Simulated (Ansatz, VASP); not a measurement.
## Nb in VASP and in Ansatz

```
CELL_PARAMETERS angstrom
0.00000 2.11500 2.11500
2.30006 0.00000 2.11500
2.30006 2.11500 0.00000
ATOMIC_POSITIONS crystal
Nb 0.00000 0.00000 0.00000
```

Change from the starting cell: strain +0.0875 x Voigt [1, 0, 0, 0, 0, 0], atoms carried along.

Alike in both runs: task single point; functional PBEsol; k mesh 20 × 20 × 20; occupations gaussian, width 0.15 eV; no spin polarisation.

```csv
,VASP,Ansatz
version,VASP 6.6.1,Ansatz 0.2.0
potentials or method,"VASP PAW PBE potentials, release 64 (Nb_sv), cutoff 500 eV","scalar-relativistic, plane waves, PAW"
valence electrons in the cell,13,13
```

Ansatz gave:

```
gap on the k mesh at the Fermi level (eV)                     : none
pressure (GPa)                                                : -18.3
traceless stress, the component that is largest in VASP (GPa) : 7.24
```

Q: What did VASP give for the same quantities?

A: gap on the k mesh at the Fermi level (eV): none; pressure (GPa): -18.5; traceless stress, the component that is largest in VASP (GPa): 7.19.

VASP's potentials were made for PBE, not for PBEsol. A gap of «none» marks a metal or a gap that the smearing closes.
